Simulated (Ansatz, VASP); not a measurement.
**One calculation of AlN, two programs**

```
Al N
1.0
     0.00000    1.99525    1.96900
     1.99525    0.00000    1.96900
     1.99525    1.99525    0.00000
Al N
1 1
Cartesian
  0.0000 0.0000 0.0000
  1.9953 1.9953 1.9690
```

Alike in both runs: task single point; functional LDA; k mesh 8 × 8 × 8; occupations fermi-dirac, width 0.02 eV; no spin polarisation.

|  | VASP | Ansatz |
| --- | --- | --- |
| version | VASP 6.6.1 | Ansatz 0.2.0 |
| potentials or method | VASP PAW LDA potentials, release 64 (Al, N), cutoff 520 eV | plane waves, PAW |
| valence electrons in the cell | 8 | 8 |

```csv
,VASP,Ansatz,Ansatz less VASP
pressure (GPa),9.2,8.5,-0.74
"traceless stress, the component that is largest in VASP (GPa)",3.36,3.26,-0.102
```

LDA's correlation is that of Perdew and Zunger in VASP and of Perdew and Wang (1992) in Ansatz.
